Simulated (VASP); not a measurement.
**BP: vibrations by perturbation theory with PBE**

BP:

```
B P
1.0
     0.00000    2.15608    2.15608
     2.15608    0.00000    2.15608
     2.15608    2.15608    0.00000
B P
1 1
Direct
  0.00000 0.00000 0.00000
  0.75000 0.75000 0.75000
```

- Program: VASP 6.6.1
- Task: vibrations by perturbation theory
- Functional: PBE
- Potentials or basis: VASP PAW PBE potentials, release 64 (B, P)
- Cutoff: 520 eV
- k mesh: 12 × 12 × 12
- Occupations: gaussian, width 0.01 eV
- Spin: no spin polarisation
- Dipole correction: no
- Further INCAR settings: ALGO = Normal; EDIFF = 1e-08; IBRION = 8; NSW = 1

| Property | Result |
| --- | --- |
| Electronic dielectric tensor (diagonal) | 9.22 |
| Born charges (mean of the diagonal) | B -1.00; P +1.00 e |
| Highest phonon frequency at Γ, LO-TO splitting left out | 935 cm⁻¹ |

Phonon frequencies in cm⁻¹ (negative: imaginary):
```tsv
q point	frequencies
(0.000, 0.000, 0.000)	0 0 0 935 935 935
```

Electronic dielectric tensor:
```
9.22 0.00 0.00
0.00 9.22 0.00
0.00 0.00 9.22
```

Born effective charge tensors (e):
atom 1, B
```
-1.00  0.00  0.00
 0.00 -1.00  0.00
 0.00  0.00 -1.00
```
atom 2, P
```
1.00 0.00 0.00
0.00 1.00 0.00
0.00 0.00 1.00
```

It took 90 s on 1 thread of Intel(R) Xeon(R) 6975P-C (Granite Rapids) (shared host), peak memory 0.24 GiB.

Caveat: the cell wasn't relaxed at this level first, which shifts response properties.
